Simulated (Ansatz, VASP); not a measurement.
BeH4: VASP beside Ansatz

Contents of INCAR:

```
SYSTEM = BeH4
PREC     = Accurate       ! precision mode
ENCUT    = 520            ! plane-wave cutoff, eV
EDIFF    = 1E-6           ! SCF threshold, eV
ISMEAR   = 0              ! smearing method
SIGMA    = 0.1            ! smearing width, eV
LREAL    = .FALSE.        ! projectors in reciprocal space
LASPH    = .TRUE.         ! aspherical terms in the spheres
NELM     = 60             ! most SCF steps
ALGO     = Normal         ! electronic algorithm
ISIF     = 2              ! what is computed and relaxed
LWAVE    = .FALSE.        ! write WAVECAR
LCHARG   = .TRUE.         ! write CHGCAR
GGA      = PE             ! functional
LELF     = .TRUE.         ! ELF
LVHAR    = .TRUE.       
NBANDS   = 11             ! bands
```

Contents of KPOINTS:

```
regular mesh
0
G
  14 14 14
  0 0 0
```

POSCAR

```
BeH4
1.0
   -1.8288884263      1.8288884263      1.8288884263
    1.8288884263     -1.8288884263      1.8288884263
    1.8288884263      1.8288884263     -1.8288884263
Be H
1 4
Direct
    0.0000000000      0.0000000000      0.0000000000
    0.5000000000      0.5000000000      0.5000000000
    0.0000000000      0.0000000000      0.5000000000
    0.0000000000      0.5000000000      0.0000000000
    0.5000000000      0.0000000000      0.0000000000
```

Input for Ansatz:

```yaml
crystal:
  lattice:
    - [-1.8288884263, 1.8288884263, 1.8288884263]
    - [1.8288884263, -1.8288884263, 1.8288884263]
    - [1.8288884263, 1.8288884263, -1.8288884263]
  atoms:
    - { symbol: Be, position: [0.0, 0.0, 0.0] }
    - { symbol: H, position: [0.5, 0.5, 0.5] }
    - { symbol: H, position: [0.0, 0.0, 0.5] }
    - { symbol: H, position: [0.0, 0.5, 0.0] }
    - { symbol: H, position: [0.5, 0.0, 0.0] }
basis:
  ecutwfc: 420
kpoints:
  mp_grid: { grid: [14, 14, 14] }
  band_path:
    path:
      - [[0.0, 0.0, 0.0], [0.5, -0.5, 0.5], [0.0, 0.0, 0.5], [0.0, 0.0, 0.0], [0.25, 0.25, 0.25], [0.5, -0.5, 0.5]]
      - [[0.25, 0.25, 0.25], [0.0, 0.0, 0.5]]
    npoints: 14
hamiltonian:
  xc: pbe
scf:
  occupations: { method: gaussian, width: 0.1 }
  n_extra_bands: 12
output:
  forces: true
  stress: true
  eigenvalues: true
  populations: true
  dos: { projected: true, de: 0.02, nscf_kmesh: { grid: [17, 17, 17] } }
  bader: true
```

Alike in both runs: task single point; functional PBE; k mesh 14 × 14 × 14; occupations gaussian, width 0.1 eV; no spin polarisation.

```csv
,VASP,Ansatz
version,VASP 6.6.1,Ansatz 0.2.0
potentials or method,"VASP PAW PBE potentials, release 64 (Be, H), cutoff 520 eV","scalar-relativistic, plane waves, PAW"
valence electrons in the cell,6,6
```

|  | VASP | Ansatz | Ansatz less VASP |
| --- | --- | --- | --- |
| gap on the k mesh at the Fermi level (eV) | none | none | - |
| pressure (GPa) | -0.2 | 0.0 | +0.16 |

A gap of «none» marks a metal or a gap that the smearing closes.
